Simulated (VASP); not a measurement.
**CdTeO4: single point with PBE**

The system is CdTeO4.

```
CELL_PARAMETERS angstrom
0.00000 3.55267 3.55267
3.55267 0.00000 3.55267
3.55267 3.55267 0.00000
ATOMIC_POSITIONS crystal
Cd 0.75000 0.75000 0.75000
Te 0.00000 0.00000 0.00000
O 0.87339 0.37554 0.37554
O 0.37554 0.37554 0.37554
O 0.37554 0.87339 0.37554
O 0.37554 0.37554 0.87339
```

```json
{"Program": "VASP 6.6.1", "Task": "single point", "Functional": "PBE", "Potentials or basis": "VASP PAW PBE potentials, release 64 (Cd, Te, O)", "Cutoff": "520 eV", "k mesh": "4 × 4 × 4", "Occupations": "gaussian, width 0.1 eV", "Spin": "no spin polarisation"}
```

```yaml
Pressure: -13.8 GPa
Largest_force: 0.185 eV/Å
Band_gap_on_the_k_mesh: zero (band 21 reaches 3.04 eV, above the bottom of band 22 at 2.69 eV)
```

Forces on the atoms (eV/Å):
```
Cd   0.000  0.000  0.000
Te   0.000  0.000  0.000
O    0.107 -0.107 -0.107
O    0.107  0.107  0.107
O   -0.107  0.107 -0.107
O   -0.107 -0.107  0.107
```

Levels at points of the mesh, in eV from the Fermi level:
```csv
k point,band 19,band 20,band 21,band 22,band 23,band 24
"(0.00, 0.00, 0.00)",-0.56,-0.06,-0.06,-0.06,0.63,0.63
"(0.50, 0.00, 0.00)",-1.23,-0.81,-0.05,0.41,0.41,1.00
"(0.50, 0.50, 0.00)",-1.21,-1.17,0.28,0.39,0.39,0.93
```

Wall time 48 s on 1 thread of Intel Xeon 8259CL, with other jobs on the host, peak memory 0.24 GiB.

Caveat: the k points lie up to 0.38 Å⁻¹ apart; spin-orbit coupling is left out, which moves the levels of the heavy elements.
